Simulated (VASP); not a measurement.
Crystal: TiTe2.

```xyz
3
Lattice="3.4987 0.0000 0.0000 0.0000 4.1646 0.0000 0.0000 0.0000 6.3016" Properties=species:S:1:pos:R:3 pbc="T T T"
Ti    1.7494    2.0823    0.0000
Te    0.0000    0.0000    3.1508
Te    0.0000    0.0000    0.0000
```

The cell was built from a structure type or drawn by symmetry, and may not be a known phase.

```yaml
Program: VASP 6.6.1
Task: relaxation of cell and atoms
Functional: PBE
Potentials_or_basis: VASP PAW PBE potentials, release 64 (Ti_sv, Te)
Cutoff: 600 eV
k_mesh: 6 × 4 × 4
Occupations: gaussian, width 0.1 eV
Spin: no spin polarisation
```

At the start: pressure 0.4 GPa; volume 30.61 Å³/atom.

Q: Where does the relaxation end?

A: Over 26 steps the energy falls by 52.0 meV/atom and the volume is 30.56 Å³/atom (-0.2 %); space group Pmmm (No. 47, to 0.1 Å) before and after.

The path:
| step | energy change (eV) | largest force (eV/Å) | pressure (GPa) | volume (Å³) |
| --- | --- | --- | --- | --- |
| 1 | 0.0000 | 0.0000 | 0.39 | 91.82 |
| 2 | -0.0180 | 0.0000 | -0.33 | 92.79 |
| 3 | -0.0231 | 0.0000 | -1.07 | 93.92 |
| 4 | -0.0319 | 0.0000 | -0.81 | 93.29 |
| 5 | -0.0374 | 0.0000 | -0.47 | 92.50 |
| 6 | -0.0463 | 0.0000 | -0.02 | 91.81 |
| 7 | -0.0501 | 0.0000 | 0.53 | 91.04 |
| 8 | -0.0543 | 0.0000 | 0.26 | 91.70 |
| 9 | -0.0606 | 0.0000 | -0.46 | 93.55 |
| 10 | -0.0609 | 0.0000 | -0.66 | 94.14 |
| 11 | -0.0630 | 0.0000 | -0.61 | 94.20 |
| 12 | -0.0657 | 0.0000 | -0.50 | 94.29 |
| 13 | -0.0708 | 0.0000 | -0.20 | 94.44 |
| 14 | -0.0532 | 0.0000 | 0.68 | 94.54 |
| 15 | -0.0720 | 0.0000 | -0.10 | 94.47 |
| 16 | -0.0800 | 0.0000 | -0.04 | 94.42 |
| 17 | -0.0926 | 0.0000 | 0.23 | 94.16 |
| 18 | -0.1020 | 0.0000 | 0.02 | 94.25 |
| 19 | -0.1212 | 0.0000 | -0.50 | 94.45 |
| 20 | -0.1031 | 0.0000 | -1.28 | 94.53 |
| 21 | -0.1254 | 0.0000 | -0.80 | 94.53 |
| 22 | -0.1380 | 0.0000 | -0.61 | 93.70 |
| 23 | -0.1520 | 0.0000 | -0.03 | 91.66 |
| 24 | -0.1521 | 0.0000 | -0.07 | 91.80 |
| 25 | -0.1543 | 0.0000 | -0.05 | 91.77 |
| 26 | -0.1560 | 0.0000 | 0.03 | 91.67 |

Final structure:
```xyz
3
Lattice="4.1547 0.0000 0.0000 0.0000 3.5057 0.0000 0.0000 0.0000 6.2939" Properties=species:S:1:pos:R:3 pbc="T T T"
Ti    2.0774    1.7528    0.0000
Te    0.0000    0.0000    3.1470
Te    0.0000    0.0000    0.0000
```

Caveat: the k points lie up to 0.45 Å⁻¹ apart in the final cell, too coarse for converged energies and pressures of a metal; a cell axis changed by over 15 % at a fixed basis, so the end point is rough.
